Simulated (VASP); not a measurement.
CdS:

```
CELL_PARAMETERS angstrom
3.93535 0.00000 0.00000
-1.96768 3.40811 0.00000
0.00000 0.00000 12.85285
ATOMIC_POSITIONS crystal
Cd 0.00000 0.00000 0.00000
Cd 0.33333 0.66667 0.25000
Cd 0.00000 0.00000 0.50000
Cd 0.66667 0.33333 0.75000
S 0.00000 0.00000 0.18750
S 0.33333 0.66667 0.43750
S 0.00000 0.00000 0.68750
S 0.66667 0.33333 0.93750
```

| Quantity | Value |
| --- | --- |
| Program | VASP 6.6.1 |
| Task | relaxation of cell and atoms |
| Functional | PBE |
| Potentials or basis | VASP PAW PBE potentials, release 64 (Cd, S) |
| Cutoff | 600 eV |
| k mesh | 6 × 6 × 2 |
| Occupations | fermi-dirac, width 0.02 eV |
| Spin | no spin polarisation |

At the start: pressure 16.1 GPa; volume 21.55 Å³/atom.

Task: Where does the relaxation end?

Result: Over 9 steps the energy falls by 194.2 meV/atom and the volume is 26.17 Å³/atom (+21.5 %); space group P6_3mc (No. 186, to 0.05 Å).

Step by step:
```
step  energy change (eV)  largest force (eV/Å)  pressure (GPa)  volume (Å³)
   1              0.0000                0.0184           16.13       172.38
   2             -1.2063                0.0226           -4.38       232.39
   3             -1.5531                0.0178            0.07       209.07
   4             -1.5530                0.0183           -0.12       209.85
   5             -1.5532                0.0140            0.02       209.29
   6             -1.5532                0.0145            0.02       209.31
   7             -1.5532                0.0146            0.02       209.32
   8             -1.5533                0.0110            0.01       209.33
   9             -1.5533                0.0047            0.00       209.37
```

Final structure:
```cif
data_structure
_symmetry_space_group_name_H-M 'P 1'
_symmetry_Int_Tables_number 1
_cell_length_a 4.2006
_cell_length_b 4.2006
_cell_length_c 13.7014
_cell_angle_alpha 90.000
_cell_angle_beta 90.000
_cell_angle_gamma 120.000
_cell_volume 209.37
loop_
_atom_site_label
_atom_site_type_symbol
_atom_site_fract_x
_atom_site_fract_y
_atom_site_fract_z
_atom_site_occupancy
Cd1 Cd 0.00000 0.00000 0.99973 1
Cd2 Cd 0.33333 0.66667 0.24999 1
Cd3 Cd 0.00000 0.00000 0.49973 1
Cd4 Cd 0.66667 0.33333 0.74999 1
S1 S 0.00000 0.00000 0.18755 1
S2 S 0.33333 0.66667 0.43773 1
S3 S 0.00000 0.00000 0.68755 1
S4 S 0.66667 0.33333 0.93773 1
```

Caveat: the volume moved by over 15 % at a fixed basis, so the end points are rough.
